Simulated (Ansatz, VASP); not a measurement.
# ScSbTe3: VASP beside Ansatz

```
Sc Sb Te
1.0
     5.68391    0.00000    0.00000
     0.00000    5.68391    0.00000
     0.00000    0.00000    5.68391
Sc Sb Te
1 1 3
Direct
  0.00000 0.00000 0.00000
  0.50000 0.50000 0.50000
  0.00000 0.50000 0.50000
  0.50000 0.00000 0.50000
  0.50000 0.50000 0.00000
```

Alike in both runs: functional PBE; k mesh 4 × 4 × 4; occupations gaussian, width 0.1 eV; no spin polarisation.

Ansatz relaxed the structure, and its values are those at the end. VASP's run is a single point on that final structure, the one shown.

|  | VASP | Ansatz |
| --- | --- | --- |
| version | VASP 6.6.1 | Ansatz 0.2.0 |
| potentials or method | VASP PAW PBE potentials, release 64 (Sc_sv, Sb, Te), cutoff 520 eV | scalar-relativistic, plane waves, PAW |
| valence electrons in the cell | 34 | 74 |

```tsv
	VASP	Ansatz	Ansatz less VASP
gap on the k mesh at the Fermi level (eV)	none	none	-
pressure (GPa)	-0.1	-0.1	-0.02
```

A gap of «none» marks a metal or a gap that the smearing closes. VASP's potentials hold 34 valence electrons a cell and Ansatz's 74, so a difference there can come from the potentials and not from the codes.

Spin-orbit coupling is off throughout.
